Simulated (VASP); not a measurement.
A run of VASP 6.6.1:

File INCAR:

```
SYSTEM = NiO
PREC = Accurate
ENCUT = 520
EDIFF = 1E-6
ISMEAR = 0
SIGMA = 0.1
LREAL = .False.
LASPH = .True.
NELM = 150
ALGO = Normal
ISIF = 2
LWAVE = .False.
LCHARG = .True.
ISPIN = 2
MAGMOM = 1.64 0.34
LORBIT = 11
LMAXMIX = 4
GGA = PE
LELF = .True.
LVHAR = .True.
NBANDS = 19
```

KPOINTS

```
regular mesh
0
Gamma
  22 22 22
  0 0 0
```

POSCAR

```
NiO
1.0
    0.0000000000      2.1081859599      2.1081859599
    2.1081859599      0.0000000000      2.1081859599
    2.1081859599      2.1081859599      0.0000000000
Ni O
1 1
Direct
    0.0000000000      0.0000000000      0.0000000000
    0.5000000000      0.5000000000      0.5000000000
```

Potentials or basis: VASP PAW PBE potentials, release 64 (Ni, O).

Run with:

```sh
$ cat potpaw_PBE.64/Ni/POTCAR potpaw_PBE.64/O/POTCAR > POTCAR
$ mpirun -np 1 vasp_std > vasp.out
```

Hardware: 1 thread of Intel(R) Xeon(R) Platinum 8259CL CPU @ 2.50GHz (Skylake/Cascade Lake) (shared host).

Task: Estimate the wall time of this run.

Result: Run time: 3.1 min on 1 thread of Intel(R) Xeon(R) Platinum 8259CL CPU @ 2.50GHz (Skylake/Cascade Lake) (shared host), peak memory 0.3 GiB. Counts: scf iterations 16, k points 328.
